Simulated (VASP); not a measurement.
# C in VASP: single point with PBEsol+D3(BJ)

Aim: the single point of C with PBEsol+D3(BJ).

Program: VASP 6.6.1. These are calculated values, not measurements. Logs are shortened: lines on timing, memory, paths and dates and some standing lists are left out, and cuts for length are marked.

### Step 1. The cell of the first run

The cell holds a slab with vacuum, 2 atoms: a = 2.459 Å, b = 2.459 Å, c = 26.801 Å, α = 90.00°, β = 90.00°, γ = 120.00°.

### Step 2. Single point, PBEsol+D3(BJ)

Input file INCAR:

```
SYSTEM = C
PREC = Accurate
ENCUT = 520
EDIFF = 1E-6
ISMEAR = 0
SIGMA = 0.04
LREAL = .False.
LASPH = .True.
NELM = 120
ALGO = Normal
ISIF = 2
LWAVE = .False.
LCHARG = .True.
LDIPOL = .True.
IDIPOL = 3
DIPOL = 0.5 0.5 0.704
GGA = PS
IVDW = 12
LELF = .True.
LVHAR = .True.
LVACPOTAV = .True.
NBANDS = 11
GGA_COMPAT = .False.
NELMDL = -8
```

Input file KPOINTS:

```
Automatic mesh
0
Gamma
  15 15 1
  0 0 0
```

Input file POSCAR:

```
C
1.0
    2.4585559940      0.0000000000      0.0000000000
   -1.2292779970      2.1291719474      0.0000000000
    0.0000000000      0.0000000000     26.8011128471
C
2
Direct
    1.0000000000      0.0000000000      0.7033869044
    0.3333333333      0.6666666667      0.7038762608
```

Potentials or basis: VASP PAW PBE potentials, release 64 (C).

Run with:

```bash
$ cat potpaw_PBE.64/C/POTCAR > POTCAR
$ mpirun -np 1 vasp_std > vasp.out
```

OUTCAR:

```text
SYSTEM = C
   PREC = Accurate
   ENCUT = 520
   EDIFF = 1E-6
   ISMEAR = 0
   LREAL = .False.
   LASPH = .True.
   NELM = 120
   ISIF = 2
   GGA = PS
   IVDW = 12
   NELMDL = -8
 IVDW          = 12

 ion  position               nearest neighbor table
   1  0.000  0.000  0.703-   2 1.42   2 1.42   2 1.42
   2  0.333  0.667  0.704-   1 1.42   1 1.42   1 1.42

  LATTYP: Found a hexagonal cell.
 ALAT       =     2.4585559940
 C/A-ratio  =    10.9011602390

  Lattice vectors:

 A1 = (   2.4585559940,   0.0000000000,   0.0000000000)
 A2 = (  -1.2292779970,   2.1291719474,   0.0000000000)
 A3 = (   0.0000000000,   0.0000000000,  26.8011128471)

Analysis of symmetry for initial positions (statically):
=====================================================================
 Subroutine PRICEL returns:
 Original cell was already a primitive cell.

 Routine SETGRP: Setting up the symmetry group for a
 hexagonal supercell.

 Subroutine GETGRP returns: Found 12 space group operations
 (whereof  6 operations were pure point group operations)
 out of a pool of 24 trial point group operations.

The static configuration has the point symmetry C_3v.
 The point group associated with its full space group is D_3d.

Analysis of symmetry for dynamics (positions and initial velocities):
=====================================================================
 Subroutine PRICEL returns:
 Original cell was already a primitive cell.

 Routine SETGRP: Setting up the symmetry group for a
 hexagonal supercell.

 Subroutine GETGRP returns: Found 12 space group operations
 (whereof  6 operations were pure point group operations)
 out of a pool of 24 trial point group operations.

The dynamic configuration has the point symmetry C_3v.
 The point group associated with its full space group is D_3d.

 Subroutine INISYM returns: Found 12 space group operations
 (whereof  6 operations are pure point group operations),
 and found     1 'primitive' translations

----------------------------------------------------------------------------------------

                                     Primitive cell

  volume of cell :     140.2955

  direct lattice vectors                    reciprocal lattice vectors
     2.458555994  0.000000000  0.000000000     0.406742821  0.234833077  0.000000000
    -1.229277997  2.129171947  0.000000000     0.000000000  0.469666154  0.000000000
     0.000000000  0.000000000 26.801112847     0.000000000  0.000000000  0.037311883

  length of vectors
     2.458555994  2.458555994 26.801112847     0.469666154  0.469666154  0.037311883

  position of ions in fractional coordinates (direct lattice)
     0.000000000  0.000000000  0.703386904
     0.333333333  0.666666667  0.703876261

  ion indices of the primitive-cell ions
   primitive index   ion index
                 1           1
                 2           2

----------------------------------------------------------------------------------------

 KPOINTS: Automatic mesh

Automatic generation of k-mesh.
 Grid dimensions read from file:
 generate k-points for:   15   15    1

 Generating k-lattice:

  Cartesian coordinates                     Fractional coordinates (reciprocal lattice)
     0.027116188  0.015655538  0.000000000     0.066666667  0.000000000  0.000000000
     0.000000000  0.031311077  0.000000000     0.000000000  0.066666667  0.000000000
     0.000000000  0.000000000  0.037311883     0.000000000  0.000000000  1.000000000

  Length of vectors
     0.031311077  0.031311077  0.037311883

  Shift w.r.t. Gamma in fractional coordinates (k-lattice)
     0.000000000  0.000000000  0.000000000

 Subroutine IBZKPT returns following result:
 ===========================================

 Found     27 irreducible k-points:

 Following reciprocal coordinates:
            Coordinates               Weight
  0.000000  0.000000  0.000000      1.000000
  0.066667  0.000000  0.000000      6.000000
  0.133333 -0.000000  0.000000      6.000000
  0.200000  0.000000  0.000000      6.000000
  0.266667 -0.000000  0.000000      6.000000
  0.333333  0.000000  0.000000      6.000000
[... 16 lines left out ...]
  0.333333  0.200000  0.000000     12.000000
  0.400000  0.200000  0.000000      6.000000
 [... further k-points ...]
   k-points           NKPTS =     27   k-points in BZ     NKDIM =     27   number of bands    NBANDS=     11
   number of dos      NEDOS =    301   number of ions     NIONS =      2
   total plane-waves  NPLWV =  64800
   dimension x,y,z NGX =    18 NGY =   18 NGZ =  200
   dimension x,y,z NGXF=    36 NGYF=   36 NGZF=  400
   ions per type =               2
   NGX,Y,Z   is equivalent  to a cutoff of  12.17, 12.17, 12.41 a.u.
   NGXF,Y,Z  is equivalent  to a cutoff of  24.34, 24.34, 24.81 a.u.
 SYSTEM =  C
   PREC   = accura    normal or accurate (medium, high low for compatibility)
   ISTART =      0    job   : 0-new  1-cont  2-samecut
   ICHARG =      2    charge: 1-file 2-atom 10-const
   ISPIN  =      1    spin polarized calculation?
   LNONCOLLINEAR =      F non collinear calculations
   LSORBIT =      F    spin-orbit coupling
   LASPH  =      T    aspherical Exc in radial PAW
   ENCUT  =  520.0 eV  38.22 Ry    6.18 a.u.   4.57  4.57 49.83*2*pi/ulx,y,z
   NELM   =    120;   NELMIN=  2; NELMDL= -8     # of ELM steps
   EDIFF  = 0.1E-05   stopping-criterion for ELM
   LREAL  =      F    real-space projection
   EDIFFG = 0.1E-04   stopping-criterion for IOM
   NSW    =      0    number of steps for IOM
   IBRION =     -1    ionic relax: 0-MD 1-quasi-New 2-CG
   NFREE  =      0    steps in history (QN), initial steepest desc. (CG)
   ISIF   =      2    stress and relaxation
   ISYM   =      2    0-nonsym 1-usesym 2-fastsym
   POTIM  = 0.5000    time-step for ionic-motion
   TEBEG  =    0.0;   TEEND  =   0.0 temperature during run
   PSTRESS=    0.0 pullay stress
   NELECT =       8.0000    total number of electrons
   NUPDOWN=      -1.0000    fix difference up-down
   EMIN   =  10.00;   EMAX   =-10.00  energy-range for DOS
   EFERMI =   0.00;   METHOD = LEGACY
   ISMEAR =     0;   SIGMA  =   0.04  broadening in eV -4-tet -1-fermi 0-gaus
   EFERMI_NEDOS =   21; number of points for ismear=-14 and -15
   IALGO  =     38    algorithm
   IMIX   =      4    mixing-type and parameters
     AMIX     =   0.40;   BMIX     =  1.00
     AMIX_MAG =   1.60;   BMIX_MAG =  1.00
  volume/ion in A,a.u.               =      70.15       473.38
  Fermi-wavevector in a.u.,A,eV,Ry     =   0.630120  1.190755  5.402218  0.397052
  Thomas-Fermi vector in A             =   1.692644
   LORBIT       =      0    0 simple, 1 ext, 2 COOP (PROOUT), +10 PAW based schemes
   GGA     = PS    functional components
   LHFCALC =     F    Hartree Fock is set to
   AEXX    =    0.0000 exact exchange contribution
   IVDW    =    12    specifies the selected vdW correction
   LEPSILON=     F    determine dielectric tensor
   LRPA    =     F    only Hartree local field effects (RPA)
 non-spin polarized calculation
 Gauss-broadening in eV      SIGMA  =   0.04
  energy-cutoff  :      520.00
  volume of cell :      140.30
 maximum number of plane-waves:      3824
   NGX =  9   NGY =  9   NGZ = 99

 dipolmoment           0.000000      0.000000     -0.000008 electrons x Angstroem

 number of electron       7.9999998 magnetization

 dipolmoment           0.000000      0.000000      0.000001 electrons x Angstroem

 Free energy of the ion-electron system (eV)
  ---------------------------------------------------
  ext. energy  EPLUGINS =         0.00000000
  ---------------------------------------------------
  free energy    TOTEN  =       -19.27923798 eV

  energy without entropy =      -19.27883678  energy(sigma->0) =      -19.27903738

 E-fermi :  -3.1766     XC(G=0):  -1.6267

 val. band max:       -3.1766470180   @ k =   0.3333   0.3333   0.0000
 cond. band min:      -3.1766463122   @ k =   0.3333   0.3333   0.0000
 fundamental gap:      0.0000007058
 Fermi energy:        -3.1766466650

 k-point     1 :       0.0000    0.0000    0.0000
  band No.  band energies     occupation
      1     -22.7327      2.00000
      2     -10.8858      2.00000
      3      -6.1775      2.00000
      4      -6.1775      2.00000
      5       0.1998      0.00000
      6       0.9679      0.00000
      7       1.1733      0.00000
      8       1.6214      0.00000
      9       1.8789      0.00000
     10       2.7362      0.00000
     11       3.0892      0.00000

 k-point     2 :       0.0667    0.0000    0.0000
  band No.  band energies     occupation
      1     -22.6271      2.00000
      2     -10.7591      2.00000
      3      -6.6032      2.00000
      4      -6.4037      2.00000
      5       0.3428      0.00000
      6       1.1136      0.00000
      7       1.3206      0.00000
      8       1.7679      0.00000
      9       2.0253      0.00000
     10       2.8821      0.00000
     11       3.2346      0.00000

 k-point     3 :       0.1333   -0.0000    0.0000
  band No.  band energies     occupation
      1     -22.3109      2.00000
      2     -10.3811      2.00000
      3      -7.7350      2.00000
      4      -6.9758      2.00000
      5       0.7719      0.00000
      6       1.5502      0.00000
      7       1.7625      0.00000
      8       2.2072      0.00000
      9       2.4646      0.00000
     10       3.3193      0.00000
     11       3.6705      0.00000
[... 267 lines left out ...]
 k-point    23 :       0.3333    0.2000    0.0000
  band No.  band energies     occupation
      1     -17.7698      2.00000
      2     -14.8208      2.00000
      3     -11.9246      2.00000
      4      -5.3509      2.00000
      5      -1.1308      0.00000
      6       7.1141      0.00000
      7       7.6137      0.00000
      8       7.7932      0.00000
      9       8.3903      0.00000
     10       8.6296      0.00000
     11       9.0467      0.00000

 k-point    24 :       0.4000    0.2000    0.0000
  band No.  band energies     occupation
      1     -16.8093      2.00000
      2     -15.8933      2.00000
      3     -12.0562      2.00000
      4      -4.6911      2.00000
      5      -1.8803      0.00000
      6       7.7160      0.00000
      7       8.1295      0.00000
      8       8.8677      0.00000
      9       9.0770      0.00000
     10      10.1266      0.00000
     11      10.4502      0.00000

 [... further k-points ...]

------------------------ aborting loop because EDIFF is reached ----------------------------------------

 Edisp (eV)   -0.09819

 E8    (eV) :    -0.0505

  FORCE on cell =-STRESS in cart. coord.  units (eV):
  Direction    XX          YY          ZZ          XY          YZ          ZX
  --------------------------------------------------------------------------------------
  -------------------------------------------------------------------------------------
  Total       0.11392     0.11392    -0.01344     0.00000     0.00000    -0.00000
  in kB       1.30098     1.30098    -0.15343     0.00000     0.00000    -0.00000
  external pressure =        0.82 kB  Pullay stress =        0.00 kB

 VOLUME and BASIS-vectors are now :
 -----------------------------------------------------------------------------
  energy-cutoff  :      520.00
  volume of cell :      140.30
      direct lattice vectors                 reciprocal lattice vectors
     2.458555994  0.000000000  0.000000000     0.406742821  0.234833077  0.000000000
    -1.229277997  2.129171947  0.000000000     0.000000000  0.469666154  0.000000000
     0.000000000  0.000000000 26.801112847     0.000000000  0.000000000  0.037311883

 POSITION                                       TOTAL-FORCE (eV/Angst)
 -----------------------------------------------------------------------------------
      0.00000      0.00000     18.85155        -0.000000      0.000000      0.221785
     -0.00000      1.41945     18.86467         0.000000     -0.000000     -0.221785
 -----------------------------------------------------------------------------------
    total drift:                                0.000000     -0.000000      0.000005

  FREE ENERGIE OF THE ION-ELECTRON SYSTEM (eV)
  ---------------------------------------------------
  free  energy   TOTEN  =       -19.3774325234 eV

  energy  without entropy=      -19.3770313219  energy(sigma->0) =      -19.37723192

 vacuum level on the upper side and lower side of the slab         1.128         1.128
```

It took 1.9 min on 1 thread of AMD EPYC 7R43 (Zen 3), shared host; peak memory 0.19 GiB.

What came out:

- Free energy: -19.3774 eV
- Largest force: 0.222 eV/Å
- Band gap on the k mesh: zero (filled and empty bands touch)
- Dispersion energy per atom: -0.049 eV

Forces on the atoms (eV/Å):
```
C    0.000  0.000  0.222
C    0.000  0.000 -0.222
```

Caveat: the PAW data sets were made with another functional, which shifts forces and pressure a little.
